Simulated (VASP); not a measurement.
# ScRu3 (Pm-3m) in VASP: further runs

ScRu3 is run at these levels: PBE; tasks: single point.

Everything below comes from runs of VASP 6.6.1. Logs are shortened: lines on timing, memory, paths and dates and some standing lists are left out, and cuts for length are marked.

## Step 1: The cell of the first run

The structure is cubic, space group Pm-3m (No. 221). The conventional cell has a = 3.912 Å, b = 3.912 Å, c = 3.912 Å, α = 90.00°, β = 90.00°, γ = 90.00°. Ru (site symmetry 4/mmm) has 8 Ru at 2.77 Å and 4 Sc at 2.77 Å within 3.6 Å. Within 3.6 Å of Sc (site symmetry m-3m) lie 12 Ru at 2.77 Å.

## Step 2: Single point, PBE

INCAR reads:

```
PREC     = Accurate       # precision mode
ENCUT    = 520            # plane-wave cutoff, eV
EDIFF    = 1E-6           # SCF threshold, eV
ISMEAR   = -1             # smearing method
SIGMA    = 0.05           # smearing width, eV
LREAL    = F              # projectors in reciprocal space
LASPH    = T              # aspherical terms in the spheres
NELM     = 100            # most SCF steps
ALGO     = Fast           # electronic algorithm
ISIF     = 2              # what is computed and relaxed
LWAVE    = F              # write WAVECAR
LCHARG   = F              # write CHGCAR
GGA      = PE             # functional
NBANDS   = 34             # bands
```

KPOINTS reads:

```
regular mesh
0
Gamma
  7 7 7
```

POSCAR reads:

```
ScRu3
1.0
    3.9120037405      0.0000000000      0.0000000000
    0.0000000000      3.9120037405      0.0000000000
    0.0000000000      0.0000000000      3.9120037405
Ru Sc
3 1
Direct
    0.5000000000      0.5000000000      0.0000000000
    0.5000000000      0.0000000000      0.5000000000
    0.0000000000      0.5000000000      0.5000000000
    0.0000000000      0.0000000000      0.0000000000
```

Potentials or basis: VASP PAW PBE potentials, release 64 (Ru_pv, Sc_sv).

On the command line:

```bash
$ cat potpaw_PBE.64/Ru_pv/POTCAR potpaw_PBE.64/Sc_sv/POTCAR > POTCAR
$ mpirun -np 1 vasp_std > vasp.out
```

OUTCAR:

```text
PREC = Accurate
   ENCUT = 520
   EDIFF = 1E-6
   ISMEAR = -1
   LREAL = F
   LASPH = T
   NELM = 100
   ISIF = 2
   GGA = PE

 ion  position               nearest neighbor table
   1  0.500  0.500  0.000-   2 2.77   3 2.77   4 2.77   2 2.77   3 2.77   2 2.77   4 2.77   2 2.77
                             3 2.77   4 2.77   3 2.77   4 2.77
   2  0.500  0.000  0.500-   1 2.77   3 2.77   4 2.77   1 2.77   4 2.77   1 2.77   3 2.77   1 2.77
                             3 2.77   4 2.77   4 2.77   3 2.77
   3  0.000  0.500  0.500-   1 2.77   2 2.77   4 2.77   1 2.77   4 2.77   2 2.77   4 2.77   4 2.77
                             1 2.77   2 2.77   1 2.77   2 2.77
   4  0.000  0.000  0.000-   1 2.77   2 2.77   3 2.77   2 2.77   3 2.77   1 2.77   3 2.77   3 2.77
                             1 2.77   2 2.77   2 2.77   1 2.77

  LATTYP: Found a simple cubic cell.
 ALAT       =     3.9120037405

  Lattice vectors:

 A1 = (   3.9120037405,   0.0000000000,   0.0000000000)
 A2 = (   0.0000000000,   3.9120037405,   0.0000000000)
 A3 = (   0.0000000000,   0.0000000000,   3.9120037405)

Analysis of symmetry for initial positions (statically):
=====================================================================
 Subroutine PRICEL returns:
 Original cell was already a primitive cell.

 Routine SETGRP: Setting up the symmetry group for a
 simple cubic supercell.

 Subroutine GETGRP returns: Found 48 space group operations
 (whereof 48 operations were pure point group operations)
 out of a pool of 48 trial point group operations.

The static configuration has the point symmetry O_h .

Analysis of symmetry for dynamics (positions and initial velocities):
=====================================================================
 Subroutine PRICEL returns:
 Original cell was already a primitive cell.

 Routine SETGRP: Setting up the symmetry group for a
 simple cubic supercell.

 Subroutine GETGRP returns: Found 48 space group operations
 (whereof 48 operations were pure point group operations)
 out of a pool of 48 trial point group operations.

The dynamic configuration has the point symmetry O_h .

 Subroutine INISYM returns: Found 48 space group operations
 (whereof 48 operations are pure point group operations),
 and found     1 'primitive' translations

----------------------------------------------------------------------------------------

                                     Primitive cell

  volume of cell :      59.8684

  direct lattice vectors                    reciprocal lattice vectors
     3.912003740  0.000000000  0.000000000     0.255623477  0.000000000  0.000000000
     0.000000000  3.912003740  0.000000000     0.000000000  0.255623477  0.000000000
     0.000000000  0.000000000  3.912003740     0.000000000  0.000000000  0.255623477

  length of vectors
     3.912003740  3.912003740  3.912003740     0.255623477  0.255623477  0.255623477

  position of ions in fractional coordinates (direct lattice)
     0.500000000  0.500000000  0.000000000
     0.500000000  0.000000000  0.500000000
     0.000000000  0.500000000  0.500000000
     0.000000000  0.000000000  0.000000000

  ion indices of the primitive-cell ions
   primitive index   ion index
                 1           1
                 2           2
                 3           3
                 4           4

----------------------------------------------------------------------------------------

 KPOINTS: regular mesh

Automatic generation of k-mesh.
 Grid dimensions read from file:
 generate k-points for:    7    7    7

 Generating k-lattice:

  Cartesian coordinates                     Fractional coordinates (reciprocal lattice)
     0.036517640  0.000000000  0.000000000     0.142857143  0.000000000  0.000000000
     0.000000000  0.036517640  0.000000000     0.000000000  0.142857143  0.000000000
     0.000000000  0.000000000  0.036517640     0.000000000  0.000000000  0.142857143

  Length of vectors
     0.036517640  0.036517640  0.036517640

  Shift w.r.t. Gamma in fractional coordinates (k-lattice)
     0.000000000  0.000000000  0.000000000

 Subroutine IBZKPT returns following result:
 ===========================================

 Found     20 irreducible k-points:

 Following reciprocal coordinates:
            Coordinates               Weight
  0.000000  0.000000  0.000000      1.000000
  0.142857  0.000000  0.000000      6.000000
  0.285714  0.000000  0.000000      6.000000
  0.428571  0.000000  0.000000      6.000000
  0.142857  0.142857  0.000000     12.000000
  0.285714  0.142857  0.000000     24.000000
[... 12 lines left out ...]
  0.428571  0.428571  0.285714     24.000000
  0.428571  0.428571  0.428571      8.000000
   k-points           NKPTS =     20   k-points in BZ     NKDIM =     20   number of bands    NBANDS=     34
   number of dos      NEDOS =    301   number of ions     NIONS =      4
   total plane-waves  NPLWV =  27000
   dimension x,y,z NGX =    30 NGY =   30 NGZ =   30
   dimension x,y,z NGXF=    60 NGYF=   60 NGZF=   60
   ions per type =               3   1
   NGX,Y,Z   is equivalent  to a cutoff of  12.75, 12.75, 12.75 a.u.
   NGXF,Y,Z  is equivalent  to a cutoff of  25.50, 25.50, 25.50 a.u.
 SYSTEM =  unknown system
   PREC   = accura    normal or accurate (medium, high low for compatibility)
   ISTART =      0    job   : 0-new  1-cont  2-samecut
   ICHARG =      2    charge: 1-file 2-atom 10-const
   ISPIN  =      1    spin polarized calculation?
   LNONCOLLINEAR =      F non collinear calculations
   LSORBIT =      F    spin-orbit coupling
   LASPH  =      T    aspherical Exc in radial PAW
   ENCUT  =  520.0 eV  38.22 Ry    6.18 a.u.   7.27  7.27  7.27*2*pi/ulx,y,z
   NELM   =    100;   NELMIN=  2; NELMDL= -5     # of ELM steps
   EDIFF  = 0.1E-05   stopping-criterion for ELM
   LREAL  =      F    real-space projection
   EDIFFG = 0.1E-04   stopping-criterion for IOM
   NSW    =      0    number of steps for IOM
   IBRION =     -1    ionic relax: 0-MD 1-quasi-New 2-CG
   NFREE  =      0    steps in history (QN), initial steepest desc. (CG)
   ISIF   =      2    stress and relaxation
   ISYM   =      2    0-nonsym 1-usesym 2-fastsym
   POTIM  = 0.5000    time-step for ionic-motion
   TEBEG  =    0.0;   TEEND  =   0.0 temperature during run
   PSTRESS=    0.0 pullay stress
   NELECT =      53.0000    total number of electrons
   NUPDOWN=      -1.0000    fix difference up-down
   EMIN   =  10.00;   EMAX   =-10.00  energy-range for DOS
   EFERMI =   0.00;   METHOD = LEGACY
   ISMEAR =    -1;   SIGMA  =   0.05  broadening in eV -4-tet -1-fermi 0-gaus
   EFERMI_NEDOS =   21; number of points for ismear=-14 and -15
   IALGO  =     68    algorithm
   IMIX   =      4    mixing-type and parameters
     AMIX     =   0.40;   BMIX     =  1.00
     AMIX_MAG =   1.60;   BMIX_MAG =  1.00
  volume/ion in A,a.u.               =      14.97       101.00
  Fermi-wavevector in a.u.,A,eV,Ry     =   1.571934  2.970524 33.619659  2.470975
  Thomas-Fermi vector in A             =   2.673443
   LORBIT       =      0    0 simple, 1 ext, 2 COOP (PROOUT), +10 PAW based schemes
   GGA     = PE    functional components
   LHFCALC =     F    Hartree Fock is set to
   AEXX    =    0.0000 exact exchange contribution
   IVDW    =     0    specifies the selected vdW correction
   LEPSILON=     F    determine dielectric tensor
   LRPA    =     F    only Hartree local field effects (RPA)
 non-spin polarized calculation
 RMM-DIIS sequential band-by-band and
  energy-cutoff  :      520.00
  volume of cell :       59.87
 maximum number of plane-waves:      1623
 NGX is ok and might be reduce to    30
   NGX = 15   NGY = 15   NGZ = 15

 number of electron      52.9999972 magnetization

 Free energy of the ion-electron system (eV)
  ---------------------------------------------------
  ext. energy  EPLUGINS =         0.00000000
  ---------------------------------------------------
  free energy    TOTEN  =       -34.02394487 eV

  energy without entropy =      -33.95222918  energy(sigma->0) =      -33.98808702

 E-fermi :   9.8205     XC(G=0): -13.1306

 val. band max:        9.8073206244   @ k =   0.2857   0.2857   0.2857
 cond. band min:       9.8242724934   @ k =   0.4286   0.1429   0.1429
 fundamental gap:      0.0169518690
 Fermi energy:         9.8205473211

 k-point     1 :       0.0000    0.0000    0.0000
  band No.  band energies     occupation
      1     -38.2908      2.00000
      2     -32.6768      2.00000
      3     -32.6768      2.00000
      4     -32.6768      2.00000
      5     -32.2990      2.00000
      6     -32.2990      2.00000
[... 26 lines left out ...]
     33      14.3806      0.00000
     34      14.3953      0.00000

 k-point     2 :       0.1429    0.0000    0.0000
  band No.  band energies     occupation
      1     -38.2918      2.00000
      2     -32.6623      2.00000
      3     -32.6623      2.00000
      4     -32.6517      2.00000
      5     -32.3039      2.00000
      6     -32.3039      2.00000
[... 26 lines left out ...]
     33      14.2176      0.00000
     34      14.3796      0.00000

 k-point     3 :       0.2857    0.0000    0.0000
  band No.  band energies     occupation
      1     -38.2939      2.00000
      2     -32.6254      2.00000
      3     -32.6254      2.00000
      4     -32.5815      2.00000
      5     -32.3201      2.00000
      6     -32.3201      2.00000
[... 26 lines left out ...]
     33      13.8762      0.00000
     34      13.9402      0.00000
[... 556 lines left out ...]
 k-point    19 :       0.4286    0.4286    0.2857
  band No.  band energies     occupation
      1     -38.2896      2.00000
      2     -32.8187      2.00000
      3     -32.5673      2.00000
      4     -32.5291      2.00000
      5     -32.5265      2.00000
      6     -32.2918      2.00000
[... 26 lines left out ...]
     33      13.7954      0.00000
     34      13.8501      0.00000

 k-point    20 :       0.4286    0.4286    0.4286
  band No.  band energies     occupation
      1     -38.2868      2.00000
      2     -32.8710      2.00000
      3     -32.5730      2.00000
      4     -32.5727      2.00000
      5     -32.5727      2.00000
      6     -32.2291      2.00000
[... 26 lines left out ...]
     33      13.9913      0.00000
     34      14.1099      0.00000

------------------------ aborting loop because EDIFF is reached ----------------------------------------

  FORCE on cell =-STRESS in cart. coord.  units (eV):
  Direction    XX          YY          ZZ          XY          YZ          ZX
  --------------------------------------------------------------------------------------
  -------------------------------------------------------------------------------------
  Total        0.9960189      0.9960189      0.9960189      0.0000000     -0.0000000      0.0000000
  in kB       26.6551048     26.6551048     26.6551048      0.0000000     -0.0000000      0.0000000
  external PRESSURE =      26.6551048 kB  Pullay stress =       0.0000000 kB

 VOLUME and BASIS-vectors are now :
 -----------------------------------------------------------------------------
  energy-cutoff  :      520.00
  volume of cell :       59.87
      direct lattice vectors                 reciprocal lattice vectors
     3.912003740  0.000000000  0.000000000     0.255623477  0.000000000  0.000000000
     0.000000000  3.912003740  0.000000000     0.000000000  0.255623477  0.000000000
     0.000000000  0.000000000  3.912003740     0.000000000  0.000000000  0.255623477

 POSITION                                       TOTAL-FORCE (eV/Angst)
 -----------------------------------------------------------------------------------
      1.95600      1.95600      0.00000         0.000000      0.000000      0.000000
      1.95600      0.00000      1.95600         0.000000      0.000000      0.000000
      0.00000      1.95600      1.95600         0.000000      0.000000      0.000000
      0.00000      0.00000      0.00000         0.000000      0.000000      0.000000
 -----------------------------------------------------------------------------------
    total drift:                                0.000000      0.000000     -0.000000

  FREE ENERGIE OF THE ION-ELECTRON SYSTEM (eV)
  ---------------------------------------------------
  free  energy   TOTEN  =       -34.0239448662 eV

  energy  without entropy=      -33.9522291820  energy(sigma->0) =      -33.98808702
```

Wall time 66 s (1 thread of Intel Xeon 8259CL, shared host); peak memory 0.18 GiB.

Results:

```
Free energy            : -34.0239 eV
Pressure               : 2.7 GPa
Band gap on the k mesh : zero (an odd number of electrons rules out a gap without spin polarisation)
```

Levels at points of the mesh, in eV from the Fermi level:
```tsv
k point	band 22	band 23	band 24	band 25	band 26	band 27	band 28	band 29	band 30	band 31
(0.00, 0.00, 0.00)	-1.10	-1.10	0.73	0.73	1.87	2.35	2.35	2.35	4.03	4.03
```

## Step 3: Single point, PBE

This run uses another cell than the first one, of 15.27 Å³/atom.

INCAR reads:

```
SYSTEM = ScRu3
ALGO = Normal
EDIFF = 1E-7
ENCUT = 520
GGA = PE
ISIF = 2
ISMEAR = -1
LASPH = .True.
LCHARG = .False.
LREAL = .False.
LWAVE = .False.
NBANDS = 34
NELM = 80
PREC = Accurate
SIGMA = 0.05
```

KPOINTS reads:

```
k-points
0
Gamma
  7 7 7
  0 0 0
```

POSCAR reads:

```
ScRu3
1.0
    3.9384370000      0.0000000000      0.0000000000
    0.0000000000      3.9384370000      0.0000000000
    0.0000000000      0.0000000000      3.9384370000
Ru Sc
3 1
Direct
    0.5000000000      0.5000000000      0.0000000000
    0.5000000000      0.0000000000      0.5000000000
    0.0000000000      0.5000000000      0.5000000000
    0.0000000000      0.0000000000      0.0000000000
```

Potentials or basis: VASP PAW PBE potentials, release 64 (Ru_pv, Sc_sv).

On the command line:

```bash
$ cat potpaw_PBE.64/Ru_pv/POTCAR potpaw_PBE.64/Sc_sv/POTCAR > POTCAR
$ mpirun -np 1 vasp_std > vasp.out
```

Run time: 58 s. Hardware: 1 thread of Intel Xeon 8259CL, shared host; peak memory 0.19 GiB.

It converged, with:

- Free energy: -34.0291 eV
- Pressure: -1.5 GPa
- Band gap on the k mesh: zero (an odd number of electrons rules out a gap without spin polarisation)

Levels at points of the mesh, in eV from the Fermi level:
```csv
k point,band 22,band 23,band 24,band 25,band 26,band 27,band 28,band 29,band 30,band 31
"(0.00, 0.00, 0.00)",-1.06,-1.06,0.70,0.70,1.81,2.27,2.27,2.27,3.93,3.93
```

## Step 4: Single point, PBE

This run uses another cell than the first one, of 15.58 Å³/atom.

INCAR reads:

```
ALGO = Normal ; EDIFF = 1E-7
ENCUT = 520 ; GGA = PE
ISIF = 2 ; ISMEAR = -1
LASPH = T ; LCHARG = F
LREAL = F ; LWAVE = F
NBANDS = 34 ; NELM = 100
PREC = Accurate ; SIGMA = 0.05
```

KPOINTS reads:

```
k-points
0
Gamma
  7 7 7
```

POSCAR reads:

```
ScRu3
1.0
    3.9645201244      0.0000000000      0.0000000000
    0.0000000000      3.9645201244      0.0000000000
    0.0000000000      0.0000000000      3.9645201244
Ru Sc
3 1
Direct
    0.5000000000      0.5000000000      0.0000000000
    0.5000000000      0.0000000000      0.5000000000
    0.0000000000      0.5000000000      0.5000000000
    0.0000000000      0.0000000000      0.0000000000
```

On the command line:

```bash
$ cat potpaw_PBE.64/Ru_pv/POTCAR potpaw_PBE.64/Sc_sv/POTCAR > POTCAR
$ mpirun -np 1 vasp_std > vasp.out
```

It took 61 s on 1 thread of Intel Xeon 8259CL, shared host; peak memory 0.19 GiB.

It converged, with:

```
Free energy            : -34.0042 eV
Pressure               : -5.2 GPa
Band gap on the k mesh : zero (an odd number of electrons rules out a gap without spin polarisation)
```

Levels at points of the mesh, in eV from the Fermi level:
| k point | band 24 | band 25 | band 26 | band 27 | band 28 | band 29 |
| --- | --- | --- | --- | --- | --- | --- |
| (0.00, 0.00, 0.00) | 0.68 | 0.68 | 1.75 | 2.20 | 2.20 | 2.20 |

Caveat: the cell stands under tension.

## Step 5: Single point, PBE

This run uses another cell than the first one, of 15.88 Å³/atom.

INCAR reads:

```
PREC = Accurate
ENCUT = 520
EDIFF = 1E-7
ISMEAR = -1
SIGMA = 0.05
LREAL = False
LASPH = True
NELM = 80
ALGO = Normal
ISIF = 2
LWAVE = False
LCHARG = True
GGA = PE
LELF = True
LVHAR = True
NBANDS = 34
```

KPOINTS reads:

```
regular mesh
0
Gamma
  7 7 7
```

POSCAR reads:

```
ScRu3
1.0
    3.9902644829      0.0000000000      0.0000000000
    0.0000000000      3.9902644829      0.0000000000
    0.0000000000      0.0000000000      3.9902644829
Ru Sc
3 1
Direct
    0.5000000000      0.5000000000      0.0000000000
    0.5000000000      0.0000000000      0.5000000000
    0.0000000000      0.5000000000      0.5000000000
    0.0000000000      0.0000000000      0.0000000000
```

On the command line:

```bash
$ cat potpaw_PBE.64/Ru_pv/POTCAR potpaw_PBE.64/Sc_sv/POTCAR > POTCAR
$ mpirun -np 1 vasp_std > vasp.out
```

Run time: 60 s. Hardware: 1 thread of Intel Xeon 8259CL, shared host; peak memory 0.18 GiB.

Results (log left out):

| Quantity | Value |
| --- | --- |
| Free energy | -33.9524 eV |
| Pressure | -8.5 GPa |
| Band gap on the k mesh | zero (an odd number of electrons rules out a gap without spin polarisation) |

Levels at points of the mesh, in eV from the Fermi level:
| k point | band 23 | band 24 | band 25 | band 26 | band 27 | band 28 | band 29 | band 30 |
| --- | --- | --- | --- | --- | --- | --- | --- | --- |
| (0.00, 0.00, 0.00) | -1.00 | 0.65 | 0.65 | 1.70 | 2.13 | 2.13 | 2.13 | 3.77 |

Caveat: the cell stands under tension.

## Step 6: Summary

```csv
cell,gap on the mesh (eV),pressure (GPa)
"a = 3.912 Å, 4 atoms",none,2.7
"a = 3.938 Å, 4 atoms",none,-1.5
"a = 3.965 Å, 4 atoms",none,-5.2
"a = 3.990 Å, 4 atoms",none,-8.5
```

Alike in all rows: task single point; level PBE; potentials or basis VASP PAW PBE potentials, release 64 (Ru_pv, Sc_sv); no spin polarisation; k mesh 7 × 7 × 7; cutoff (eV) 520; smearing fermi-dirac 0.05 eV.

Caveats: the cell stands under tension (at least some runs).

Total energies depend on the potentials used, so only differences within one code and one set of settings carry meaning.
